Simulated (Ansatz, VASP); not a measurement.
# One calculation of PtS2, two programs

POSCAR

```
PtS2
1.0
    3.4993519562      0.0000000000      0.0000000000
   -1.7496759781      3.0305276908      0.0000000000
    0.0000000000      0.0000000000      5.3057213562
Pt S
1 2
Direct
    0.0000000000      0.0000000000      0.0000000000
    0.3333333333      0.6666666667      0.2367267124
    0.6666666667      0.3333333333      0.7632732876
```

INCAR.step1

```
  PREC = Accurate
  ENCUT = 520
  EDIFF = 1E-5
  ISMEAR = 0
  SIGMA = 0.01
  LREAL = F
  LASPH = T
  NELM = 100
  ALGO = Normal
  ISIF = 2
  LWAVE = T
  GGA = PE
  NBANDS = 18
```

INCAR.step2

```
  PREC = Accurate
  ENCUT = 520
  EDIFF = 1E-6
  ISMEAR = 0
  SIGMA = 0.01
  LREAL = F
  LASPH = T
  NELM = 100
  ALGO = Normal
  ISIF = 2
  LWAVE = F
  LCHARG = T
  GGA = PE
  LHFCALC = T
  HFSCREEN = 0.2079
  PRECFOCK = Normal
  LELF = T
  LVHAR = T
  ISTART = 1
  NBANDS = 18
```

KPOINTS

```
regular mesh
0
Gamma
  6 6 4
```

Input for Ansatz:

```yaml
crystal:
  lattice:
    - [3.4993519562, 0.0, 0.0]
    - [-1.7496759781, 3.0305276908, 0.0]
    - [0.0, 0.0, 5.3057213562]
  atoms:
    - { symbol: Pt, position: [0.0, 0.0, 0.0] }
    - { symbol: S, position: [0.3333333333, 0.6666666667, 0.2367267124] }
    - { symbol: S, position: [0.6666666667, 0.3333333333, 0.7632732876] }
kpoints:
  mp_grid: { grid: [6, 6, 4] }
  band_path:
    path:
      - [0.0, 0.0, 0.0]
      - [0.5, 0.0, 0.0]
      - [0.3333333333, 0.3333333333, 0.0]
      - [0.0, 0.0, 0.5]
      - [0.5, 0.0, 0.5]
      - [0.3333333333, 0.3333333333, 0.5]
      - [0.0, 0.25, 0.3333333333]
      - [0.0, 0.179688, 0.221354]
      - [0.0, 0.272135, 0.3125]
    npoints: 1
hamiltonian:
  xc: hse06
scf:
  occupations: { method: fixed }
  n_extra_bands: 4
output:
  forces: true
  stress: true
  eigenvalues: true
  write_density: true
  write_potential: true
  elf: true
  volumetric_format: npy
```

Change from the starting cell: epitaxial_xy strain -1.5%.

Alike in both runs: task single point; functional HSE06; k mesh 6 × 6 × 4; no spin polarisation.

|  | VASP | Ansatz |
| --- | --- | --- |
| version | VASP 6.6.1 | Ansatz 0.2.0 |
| potentials or method | VASP PAW PBE potentials, release 64 (Pt, S) | plane waves, PAW |
| plane-wave cutoff (eV) | 520 | 420 |
| occupations | gaussian, width 0.01 eV | fixed |
| valence electrons in the cell | 22 | 30 |

Ansatz gave:

* gap on the k mesh at the Fermi level (eV): 1.77
* pressure (GPa): 1.2
* traceless stress, the component that is largest in VASP (GPa): -1.52
* rms of the force components (eV/Å): 0.184

Question: What did VASP give for the same quantities?

Answer: gap on the k mesh at the Fermi level (eV): 1.74; pressure (GPa): 0.8; traceless stress, the component that is largest in VASP (GPa): -1.45; rms of the force components (eV/Å): 0.201.

Atom by atom the forces differ by 0.017 eV/Å (rms over components). VASP's potentials hold 22 valence electrons a cell and Ansatz's 30, so a difference there can come from the potentials and not from the codes. Ansatz's warnings: stress exchange threshold loose, stress scf threshold loose.

Neither program's run includes spin-orbit coupling.
